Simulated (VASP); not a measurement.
# LaSb (Fm-3m) in VASP: notebook

The runs below take LaSb through relaxation of the atoms, with LDA.

Everything below comes from runs of VASP 6.6.1. Logs are shortened: lines on timing, memory, paths and dates and some standing lists are left out, and cuts for length are marked.

**1. The cell of the first run**

Symmetry: Fm-3m, No. 225, cubic system. The conventional cell has a = 4.973 Å, b = 4.973 Å, c = 4.973 Å, α = 90.00°, β = 90.00°, γ = 90.00°. Within 3.3 Å of La (site symmetry m-3m) lie 6 Sb at 2.49 Å. Within 3.3 Å of Sb (site symmetry m-3m) lie 6 La at 2.49 Å.

**2. Relaxation of the atoms, LDA**

Contents of INCAR:

```
SYSTEM = LaSb
ALGO = Normal ; EDIFF = 1E-6
EDIFFG = -0.01 ; ENCUT = 520
IBRION = 2 ; ISIF = 2
ISMEAR = -1 ; LASPH = .True.
LCHARG = .False. ; LREAL = .False.
LWAVE = .False. ; NELM = 100
NSW = 50 ; PREC = Accurate
SIGMA = 0.05
```

Contents of KPOINTS:

```
k-points
0
Gamma
  10 10 10
  0 0 0
```

Contents of POSCAR:

```
LaSb
1.0
    0.0000000000      2.4866741081      2.4866741081
    2.4866741081      0.0000000000      2.4866741081
    2.4866741081      2.4866741081      0.0000000000
La Sb
1 1
Direct
    0.0000000000      0.0000000000      0.0000000000
    0.5000000000      0.5000000000      0.5000000000
```

Potentials or basis: VASP PAW LDA potentials, release 64 (La, Sb).

Launch:

```sh
$ cat potpaw_LDA.64/La/POTCAR potpaw_LDA.64/Sb/POTCAR > POTCAR
$ mpirun -np 1 vasp_std > vasp.out
```

OUTCAR:

```text
SYSTEM = LaSb
   EDIFF = 1E-6
   EDIFFG = -0.01
   ENCUT = 520
   IBRION = 2
   ISIF = 2
   ISMEAR = -1
   LASPH = .True.
   LREAL = .False.
   NELM = 100
   NSW = 50
   PREC = Accurate

 ion  position               nearest neighbor table
   1  0.000  0.000  0.000-   2 2.49   2 2.49   2 2.49   2 2.49   2 2.49   2 2.49
   2  0.500  0.500  0.500-   1 2.49   1 2.49   1 2.49   1 2.49   1 2.49   1 2.49

  LATTYP: Found a face centered cubic cell.
 ALAT       =     4.9733482162

  Lattice vectors:

 A1 = (   0.0000000000,   2.4866741081,   2.4866741081)
 A2 = (   2.4866741081,   0.0000000000,   2.4866741081)
 A3 = (   2.4866741081,   2.4866741081,   0.0000000000)

Analysis of symmetry for initial positions (statically):
=====================================================================
 Subroutine PRICEL returns:
 Original cell was already a primitive cell.

 Routine SETGRP: Setting up the symmetry group for a
 face centered cubic supercell.

 Subroutine GETGRP returns: Found 48 space group operations
 (whereof 48 operations were pure point group operations)
 out of a pool of 48 trial point group operations.

The static configuration has the point symmetry O_h .

Analysis of symmetry for dynamics (positions and initial velocities):
=====================================================================
 Subroutine PRICEL returns:
 Original cell was already a primitive cell.

 Routine SETGRP: Setting up the symmetry group for a
 face centered cubic supercell.

 Subroutine GETGRP returns: Found 48 space group operations
 (whereof 48 operations were pure point group operations)
 out of a pool of 48 trial point group operations.

The dynamic configuration has the point symmetry O_h .

 Subroutine INISYM returns: Found 48 space group operations
 (whereof 48 operations are pure point group operations),
 and found     1 'primitive' translations

----------------------------------------------------------------------------------------

                                     Primitive cell

  volume of cell :      30.7529

  direct lattice vectors                    reciprocal lattice vectors
     0.000000000  2.486674108  2.486674108    -0.201071784  0.201071784  0.201071784
     2.486674108  0.000000000  2.486674108     0.201071784 -0.201071784  0.201071784
     2.486674108  2.486674108  0.000000000     0.201071784  0.201071784 -0.201071784

  length of vectors
     3.516688249  3.516688249  3.516688249     0.348266546  0.348266546  0.348266546

  position of ions in fractional coordinates (direct lattice)
     0.000000000  0.000000000  0.000000000
     0.500000000  0.500000000  0.500000000

  ion indices of the primitive-cell ions
   primitive index   ion index
                 1           1
                 2           2

----------------------------------------------------------------------------------------

 KPOINTS: k-points

Automatic generation of k-mesh.
 Grid dimensions read from file:
 generate k-points for:   10   10   10

 Generating k-lattice:

  Cartesian coordinates                     Fractional coordinates (reciprocal lattice)
    -0.020107178  0.020107178  0.020107178     0.100000000  0.000000000  0.000000000
     0.020107178 -0.020107178  0.020107178     0.000000000  0.100000000  0.000000000
     0.020107178  0.020107178 -0.020107178     0.000000000  0.000000000  0.100000000

  Length of vectors
     0.034826655  0.034826655  0.034826655

  Shift w.r.t. Gamma in fractional coordinates (k-lattice)
     0.000000000  0.000000000  0.000000000

 Subroutine IBZKPT returns following result:
 ===========================================

 Found     47 irreducible k-points:

 Following reciprocal coordinates:
            Coordinates               Weight
  0.000000  0.000000  0.000000      1.000000
  0.100000  0.000000  0.000000      8.000000
  0.200000  0.000000  0.000000      8.000000
  0.300000  0.000000  0.000000      8.000000
  0.400000  0.000000  0.000000      8.000000
  0.500000  0.000000  0.000000      4.000000
[... 16 lines left out ...]
  0.300000  0.300000  0.000000      6.000000
  0.400000  0.300000  0.000000     24.000000
 [... further k-points ...]
   k-points           NKPTS =     47   k-points in BZ     NKDIM =     47   number of bands    NBANDS=     12
   number of dos      NEDOS =    301   number of ions     NIONS =      2
   total plane-waves  NPLWV =  21952
   dimension x,y,z NGX =    28 NGY =   28 NGZ =   28
   dimension x,y,z NGXF=    56 NGYF=   56 NGZF=   56
   ions per type =               1   1
   NGX,Y,Z   is equivalent  to a cutoff of  13.24, 13.24, 13.24 a.u.
   NGXF,Y,Z  is equivalent  to a cutoff of  26.47, 26.47, 26.47 a.u.
 SYSTEM =  LaSb
   PREC   = accura    normal or accurate (medium, high low for compatibility)
   ISTART =      0    job   : 0-new  1-cont  2-samecut
   ICHARG =      2    charge: 1-file 2-atom 10-const
   ISPIN  =      1    spin polarized calculation?
   LNONCOLLINEAR =      F non collinear calculations
   LSORBIT =      F    spin-orbit coupling
   LASPH  =      T    aspherical Exc in radial PAW
   ENCUT  =  520.0 eV  38.22 Ry    6.18 a.u.   6.54  6.54  6.54*2*pi/ulx,y,z
   NELM   =    100;   NELMIN=  2; NELMDL= -5     # of ELM steps
   EDIFF  = 0.1E-05   stopping-criterion for ELM
   LREAL  =      F    real-space projection
   EDIFFG = -.1E-01   stopping-criterion for IOM
   NSW    =     50    number of steps for IOM
   IBRION =      2    ionic relax: 0-MD 1-quasi-New 2-CG
   NFREE  =      1    steps in history (QN), initial steepest desc. (CG)
   ISIF   =      2    stress and relaxation
   ISYM   =      2    0-nonsym 1-usesym 2-fastsym
   POTIM  = 0.5000    time-step for ionic-motion
   TEBEG  =    0.0;   TEEND  =   0.0 temperature during run
   PSTRESS=    0.0 pullay stress
   NELECT =      16.0000    total number of electrons
   NUPDOWN=      -1.0000    fix difference up-down
   EMIN   =  10.00;   EMAX   =-10.00  energy-range for DOS
   EFERMI =   0.00;   METHOD = LEGACY
   ISMEAR =    -1;   SIGMA  =   0.05  broadening in eV -4-tet -1-fermi 0-gaus
   EFERMI_NEDOS =   21; number of points for ismear=-14 and -15
   IALGO  =     38    algorithm
   IMIX   =      4    mixing-type and parameters
     AMIX     =   0.40;   BMIX     =  1.00
     AMIX_MAG =   1.60;   BMIX_MAG =  1.00
  volume/ion in A,a.u.               =      15.38       103.77
  Fermi-wavevector in a.u.,A,eV,Ry     =   1.316697  2.488197 23.588310  1.733692
  Thomas-Fermi vector in A             =   2.446791
   LORBIT       =      0    0 simple, 1 ext, 2 COOP (PROOUT), +10 PAW based schemes
   GGA     = CA    functional components
   LHFCALC =     F    Hartree Fock is set to
   AEXX    =    0.0000 exact exchange contribution
   IVDW    =     0    specifies the selected vdW correction
   LEPSILON=     F    determine dielectric tensor
   LRPA    =     F    only Hartree local field effects (RPA)
 conjugate gradient relaxation of ions
 non-spin polarized calculation
  energy-cutoff  :      520.00
  volume of cell :       30.75
 maximum number of plane-waves:       869
 NGX is ok and might be reduce to    28
   NGX = 13   NGY = 13   NGZ = 13

 number of electron      16.0000000 magnetization

 Free energy of the ion-electron system (eV)
  ---------------------------------------------------
  ext. energy  EPLUGINS =         0.00000000
  ---------------------------------------------------
  free energy    TOTEN  =        -1.01540763 eV

  energy without entropy =       -1.00860491  energy(sigma->0) =       -1.01200627

 E-fermi :  18.5622     XC(G=0): -13.3467

 val. band max:       18.5177968333   @ k =   0.0000   0.0000   0.0000
 cond. band min:      18.5636459607   @ k =  -0.1000   0.1000   0.0000
 fundamental gap:      0.0458491273
 Fermi energy:        18.5621614077

 k-point     1 :       0.0000    0.0000    0.0000
  band No.  band energies     occupation
      1     -14.0420      2.00000
      2       3.0326      2.00000
      3       3.0326      2.00000
      4       3.0326      2.00000
      5       8.1258      2.00000
      6      18.3063      1.98809
      7      18.3063      1.98809
      8      18.3063      1.98809
      9      18.5178      1.41666
     10      18.5178      1.41666
     11      18.5178      1.41666
     12      19.7281      0.00000

 k-point     2 :       0.1000    0.0000    0.0000
  band No.  band energies     occupation
      1     -13.9752      2.00000
      2       2.3854      2.00000
      3       3.0508      2.00000
      4       3.0508      2.00000
      5       8.8301      2.00000
      6      17.1510      2.00000
      7      17.5770      2.00000
      8      17.5770      2.00000
      9      18.6965      0.12751
     10      18.6965      0.12751
     11      18.7642      0.03455
     12      20.5447      0.00000

 k-point     3 :       0.2000    0.0000    0.0000
  band No.  band energies     occupation
      1     -13.7933      2.00000
      2       1.1121      2.00000
      3       3.1013      2.00000
      4       3.1013      2.00000
      5      10.2213      2.00000
      6      15.8618      2.00000
      7      16.2758      2.00000
      8      16.2758      2.00000
      9      18.7817      0.02447
     10      19.2684      0.00000
     11      19.2684      0.00000
     12      21.6843      0.00000
[... 286 lines left out ...]
 k-point    23 :       0.3000    0.3000    0.0000
  band No.  band energies     occupation
      1     -13.3494      2.00000
      2       0.6308      2.00000
      3       2.1570      2.00000
      4       2.1570      2.00000
      5       8.9783      2.00000
      6      15.4765      2.00000
      7      16.3833      2.00000
      8      18.4221      1.88538
      9      18.4221      1.88538
     10      21.3219      0.00000
     11      21.4968      0.00000
     12      21.4968      0.00000

 k-point    24 :       0.4000    0.3000    0.0000
  band No.  band energies     occupation
      1     -13.1649      2.00000
      2       0.1781      2.00000
      3       1.9169      2.00000
      4       2.0626      2.00000
      5       8.4746      2.00000
      6      15.2949      2.00000
      7      17.2143      2.00000
      8      18.2372      1.99700
      9      19.0696      0.00008
     10      21.4367      0.00000
     11      21.6194      0.00000
     12      21.8250      0.00000

 [... further k-points ...]

------------------------ aborting loop because EDIFF is reached ----------------------------------------

  FORCE on cell =-STRESS in cart. coord.  units (eV):
  Direction    XX          YY          ZZ          XY          YZ          ZX
  --------------------------------------------------------------------------------------
  -------------------------------------------------------------------------------------
  Total       38.8292203     38.8292203     38.8292203      0.0000000      0.0000000     -0.0000000
  in kB     2022.9383097   2022.9383097   2022.9383097      0.0000000      0.0000000     -0.0000000
  external PRESSURE =    2022.9383097 kB  Pullay stress =       0.0000000 kB

 VOLUME and BASIS-vectors are now :
 -----------------------------------------------------------------------------
  energy-cutoff  :      520.00
  volume of cell :       30.75
      direct lattice vectors                 reciprocal lattice vectors
     0.000000000  2.486674108  2.486674108    -0.201071784  0.201071784  0.201071784
     2.486674108  0.000000000  2.486674108     0.201071784 -0.201071784  0.201071784
     2.486674108  2.486674108  0.000000000     0.201071784  0.201071784 -0.201071784

 POSITION                                       TOTAL-FORCE (eV/Angst)
 -----------------------------------------------------------------------------------
      0.00000      0.00000      0.00000         0.000000      0.000000      0.000000
      2.48667      2.48667      2.48667        -0.000000     -0.000000     -0.000000
 -----------------------------------------------------------------------------------
    total drift:                               -0.000000      0.000000      0.000000

  FREE ENERGIE OF THE ION-ELECTRON SYSTEM (eV)
  ---------------------------------------------------
  free  energy   TOTEN  =        -1.0154076349 eV

  energy  without entropy=       -1.0086049113  energy(sigma->0) =       -1.01200627

 reached required accuracy - stopping structural energy minimisation
```

It took 37 s on 1 thread of Intel Xeon Platinum 8259CL at 2.50GHz (Skylake/Cascade Lake), shared host; peak memory 0.17 GiB.

What came out:

- Free energy: -1.0154 eV
- Pressure after relaxing: 202.3 GPa
- Band gap on the k mesh: zero (bands 8 and 9 overlap by 1.77 eV)

Final structure:
```xyz
2
Lattice="0.0000 2.4867 2.4867 2.4867 0.0000 2.4867 2.4867 2.4867 0.0000" Properties=species:S:1:pos:R:3 pbc="T T T"
La    0.0000    0.0000    0.0000
Sb    2.4867    2.4867    2.4867
```

Levels at points of the mesh, in eV from the Fermi level:
```
           k point  band 5  band 6  band 7  band 8  band 9  band 10  band 11  band 12
(0.00, 0.00, 0.00)  -10.44   -0.26   -0.26   -0.26   -0.04    -0.04    -0.04     1.17
(0.50, 0.00, 0.00)   -6.25   -4.47   -4.47   -4.43    2.16     2.87     2.87     4.06
(0.50, 0.50, 0.00)  -11.67   -3.80    1.00    1.00    1.47     2.85     3.45     3.45
```

Caveat: the relaxation stopped at its first step, so nothing moved; spin-orbit coupling is left out, which moves the levels of the heavy elements.

**3. Relaxation of the atoms, LDA**

This run uses another cell than the first one, of 27.34 Å³/atom.

Contents of INCAR:

```
SYSTEM = LaSb
PREC     = Accurate       ! precision mode
ENCUT    = 520            ! plane-wave cutoff, eV
EDIFF    = 1E-7           ! SCF threshold, eV
ISMEAR   = -1             ! smearing method
SIGMA    = 0.05           ! smearing width, eV
LREAL    = .False.        ! projectors in reciprocal space
LASPH    = .True.         ! aspherical terms in the spheres
NELM     = 80             ! most SCF steps
ALGO     = Normal         ! electronic algorithm
ISIF     = 2              ! what is computed and relaxed
LWAVE    = .False.        ! write WAVECAR
LCHARG   = .False.        ! write CHGCAR
GGA      = CA             ! functional
IBRION   = 2              ! ionic algorithm
NSW      = 50             ! ionic steps
EDIFFG   = -0.01          ! ionic threshold
```

Contents of KPOINTS:

```
regular mesh
0
Gamma
  10 10 10
  0 0 0
```

Contents of POSCAR:

```
LaSb
1.0
    0.0000000000      3.0123911530      3.0123911530
    3.0123911530      0.0000000000      3.0123911530
    3.0123911530      3.0123911530      0.0000000000
La Sb
1 1
Direct
    0.0000000000      0.0000000000      0.0000000000
    0.5000000000      0.5000000000      0.5000000000
```

Potentials or basis: VASP PAW LDA potentials, release 64 (La, Sb).

Launch:

```sh
$ cat potpaw_LDA.64/La/POTCAR potpaw_LDA.64/Sb/POTCAR > POTCAR
$ mpirun -np 1 vasp_std > vasp.out
```

It took 35 s on 1 thread of Intel Xeon Platinum 8259CL at 2.50GHz (Skylake/Cascade Lake), shared host; peak memory 0.19 GiB.

Results (log left out):

* Free energy: -12.4397 eV
* Pressure after relaxing: 16.1 GPa
* Band gap on the k mesh: zero (bands 8 and 9 overlap by 0.55 eV)

Final structure:
```cif
data_structure
_symmetry_space_group_name_H-M 'P 1'
_symmetry_Int_Tables_number 1
_cell_length_a 4.2602
_cell_length_b 4.2602
_cell_length_c 4.2602
_cell_angle_alpha 60.000
_cell_angle_beta 60.000
_cell_angle_gamma 60.000
_cell_volume 54.67
loop_
_atom_site_label
_atom_site_type_symbol
_atom_site_fract_x
_atom_site_fract_y
_atom_site_fract_z
_atom_site_occupancy
La1 La 0.00000 0.00000 0.00000 1
Sb1 Sb 0.50000 0.50000 0.50000 1
```

Levels at points of the mesh, in eV from the Fermi level:
| k point | band 5 | band 6 | band 7 | band 8 | band 9 | band 10 | band 11 | band 12 |
| --- | --- | --- | --- | --- | --- | --- | --- | --- |
| (0.00, 0.00, 0.00) | -9.55 | 0.32 | 0.32 | 0.32 | 1.17 | 1.17 | 1.17 | 2.32 |
| (0.50, 0.00, 0.00) | -7.29 | -3.84 | -2.09 | -2.09 | 2.15 | 2.58 | 2.58 | 2.92 |
| (0.50, 0.50, 0.00) | -8.97 | -1.15 | -0.81 | 0.00 | 0.00 | 2.68 | 2.74 | 2.82 |

Caveat: the relaxation stopped at its first step, so nothing moved; spin-orbit coupling is left out, which moves the levels of the heavy elements.

**4. Relaxation of the atoms, LDA**

This run uses another cell than the first one, of 30.75 Å³/atom.

Contents of INCAR:

```
SYSTEM = LaSb
  ALGO = Normal
  EDIFF = 1E-7
  EDIFFG = -0.01
  ENCUT = 520
  GGA = CA
  IBRION = 2
  ISIF = 2
  ISMEAR = -1
  LASPH = .True.
  LCHARG = .False.
  LREAL = .False.
  LWAVE = .False.
  NELM = 100
  NSW = 50
  PREC = Accurate
  SIGMA = 0.05
```

Contents of KPOINTS:

```
k-points
0
Gamma
  10 10 10
  0 0 0
```

Contents of POSCAR:

```
LaSb
1.0
    0.0000000000      3.1330130530      3.1330130530
    3.1330130530      0.0000000000      3.1330130530
    3.1330130530      3.1330130530      0.0000000000
La Sb
1 1
Direct
    0.0000000000      0.0000000000      0.0000000000
    0.5000000000      0.5000000000      0.5000000000
```

Launch:

```sh
$ cat potpaw_LDA.64/La/POTCAR potpaw_LDA.64/Sb/POTCAR > POTCAR
$ mpirun -np 1 vasp_std > vasp.out
```

Wall time 48 s (1 thread of Intel Xeon Platinum 8259CL at 2.50GHz (Skylake/Cascade Lake), shared host); peak memory 0.21 GiB.

Results (log left out):

| Property | Result |
| --- | --- |
| Free energy | -12.8563 eV |
| Pressure after relaxing | 4.5 GPa |
| Band gap on the k mesh | zero (bands 8 and 9 overlap by 0.47 eV) |

Final structure:
```xyz
2
Lattice="0.0000 3.1330 3.1330 3.1330 0.0000 3.1330 3.1330 3.1330 0.0000" Properties=species:S:1:pos:R:3 pbc="T T T"
La    0.0000    0.0000    0.0000
Sb    3.1330    3.1330    3.1330
```

Levels at points of the mesh, in eV from the Fermi level:
```tsv
k point	band 6	band 7	band 8	band 9	band 10	band 11
(0.00, 0.00, 0.00)	0.29	0.29	0.29	1.26	1.26	1.26
(0.50, 0.00, 0.00)	-3.47	-1.80	-1.80	1.97	2.27	2.27
(0.50, 0.50, 0.00)	-1.34	-0.47	-0.13	-0.13	2.35	2.39
```

Caveat: the relaxation stopped at its first step, so nothing moved; semilocal functionals underestimate gaps, and a narrow one can read as zero; spin-orbit coupling is left out, which moves the levels of the heavy elements.

**5. Overview**

```tsv
cell	gap on the mesh (eV)	pressure (GPa)
atoms relaxed from a = 3.517 Å, angles 60.0°, 2 atoms	none	202.3
atoms relaxed from a = 4.260 Å, angles 60.0°, 2 atoms	none	16.1
atoms relaxed from a = 4.431 Å, angles 60.0°, 2 atoms	none	4.5
```

Alike in all rows: task relaxation of the atoms; level LDA; potentials or basis VASP PAW LDA potentials, release 64 (La, Sb); no spin polarisation; k mesh 10 × 10 × 10; cutoff (eV) 520; smearing fermi-dirac 0.05 eV.

Caveats: the relaxation stopped at its first step, so nothing moved; spin-orbit coupling is left out, which moves the levels of the heavy elements; semilocal functionals underestimate gaps, and a narrow one can read as zero (at least some runs).

Total energies depend on the potentials used, so only differences within one code and one set of settings carry meaning.

The gap in the log of VASP goes by the Fermi energy; the results here count the filled bands.